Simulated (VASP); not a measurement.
A run of VASP 6.6.1 is set up as follows.

File INCAR:

```
PREC = Accurate
ENCUT = 520
EDIFF = 1E-6
ISMEAR = 0
SIGMA = 0.1
LREAL = Auto
LASPH = T
NELM = 80
ALGO = Normal
ISIF = 2
LWAVE = F
LCHARG = F
GGA = PS
ISYM = 0
NBANDS = 46
```

File KPOINTS:

```
Automatic mesh
0
Gamma
  2 2 2
  0.5 0.5 0.5
```

The input POSCAR:

```
SiC
1.0
   -1.5379991032      2.6638925888     -5.0480000000
   -1.5379991032      2.6638925888      5.0480000000
    6.1519964129      0.0000000000      0.0000000000
Si C
8 8
Direct
    0.3333333333      0.3333333333      0.1666666667
    0.8333333333      0.8333333333      0.1666666667
    0.3333333333      0.3333333333      0.6666666667
    0.8333333333      0.8333333333      0.6666666667
    0.9166666667      0.4166666667      0.3333333333
    0.4166666667      0.9166666667      0.3333333333
    0.9166666667      0.4166666667      0.8333333333
    0.4166666667      0.9166666667      0.8333333333
    0.1408333333      0.5258333333      0.1666666667
    0.6408333333      0.0258333333      0.1666666667
    0.1408333333      0.5258333333      0.6666666667
    0.6408333333      0.0258333333      0.6666666667
    0.7241666667      0.6091666667      0.3333333333
    0.2241666667      0.1091666667      0.3333333333
    0.7241666667      0.6091666667      0.8333333333
    0.2241666667      0.1091666667      0.8333333333
```

Potentials or basis: VASP PAW PBE potentials, release 64 (Si, C).

Launch:

```console
$ cat potpaw_PBE.64/Si/POTCAR potpaw_PBE.64/C/POTCAR > POTCAR
$ mpirun -np 1 vasp_std > vasp.out
```

**Question.** Predict the band gap on the k mesh.

**Answer.** 3.07 eV.

**Question.** What does it give for the pressure?

**Answer.** 0.6 GPa.

**Question.** Estimate the largest force.

**Answer.** 0.749 eV/Å.

Stress tensor (GPa, compression positive):
```
 1.57 -0.85  0.00
-0.85  2.55  0.00
 0.00  0.00 -2.45
```

Caveat: the k points lie up to 0.67 Å⁻¹ apart; the PAW data sets were made with another functional, which shifts forces and pressure a little; a shifted mesh leaves out Γ, where band edges can lie. A k mesh can miss the band edges.
